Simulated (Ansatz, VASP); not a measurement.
HgTe in VASP and in Ansatz

INCAR

```
PREC = Accurate ; ENCUT = 520
EDIFF = 1E-6 ; ISMEAR = -1
SIGMA = 0.15 ; LREAL = False
LASPH = True ; NELM = 80
ALGO = Normal ; ISIF = 2
LWAVE = False ; LCHARG = False
GGA = PE ; NBANDS = 16
```

KPOINTS

```
Automatic mesh
0
Gamma
  8 8 8
```

File POSCAR:

```
HgTe
1.0
    0.0000000000      3.3305000000      3.3305000000
    3.3305000000      0.0000000000      3.3305000000
    3.3305000000      3.3305000000      0.0000000000
Hg Te
1 1
Direct
    0.0000000000      0.0000000000      0.0000000000
    0.2500000000      0.2500000000      0.2500000000
```

Input for Ansatz:

```yaml
crystal:
  lattice:
    - [0.0, 3.3305, 3.3305]
    - [3.3305, 0.0, 3.3305]
    - [3.3305, 3.3305, 0.0]
  atoms:
    - { symbol: Hg, position: [0.0, 0.0, 0.0] }
    - { symbol: Te, position: [0.25, 0.25, 0.25] }
basis:
  ecutwfc: 420
kpoints:
  mp_grid: { grid: [8, 8, 8] }
hamiltonian:
  xc: pbe
scf:
  occupations: { method: fermi_dirac, width: 0.15 }
output:
  forces: true
  stress: true
  eigenvalues: true
  write_density: true
  write_potential: true
  elf: true
  volumetric_format: npy
```

Alike in both runs: task single point; functional PBE; k mesh 8 × 8 × 8; occupations fermi-dirac, width 0.15 eV; no spin polarisation.

|  | VASP | Ansatz |
| --- | --- | --- |
| version | VASP 6.6.1 | Ansatz 0.2.0 |
| potentials or method | VASP PAW PBE potentials, release 64 (Hg, Te), cutoff 520 eV | scalar-relativistic, plane waves, PAW |
| valence electrons in the cell | 18 | 36 |

|  | VASP | Ansatz | Ansatz less VASP |
| --- | --- | --- | --- |
| gap on the k mesh at the Fermi level (eV) | none | none | - |
| pressure (GPa) | -0.1 | -0.1 | -0.04 |

A gap of «none» marks a metal or a gap that the smearing closes. VASP's potentials hold 18 valence electrons a cell and Ansatz's 36, so a difference there can come from the potentials and not from the codes.

Neither program's run includes spin-orbit coupling.
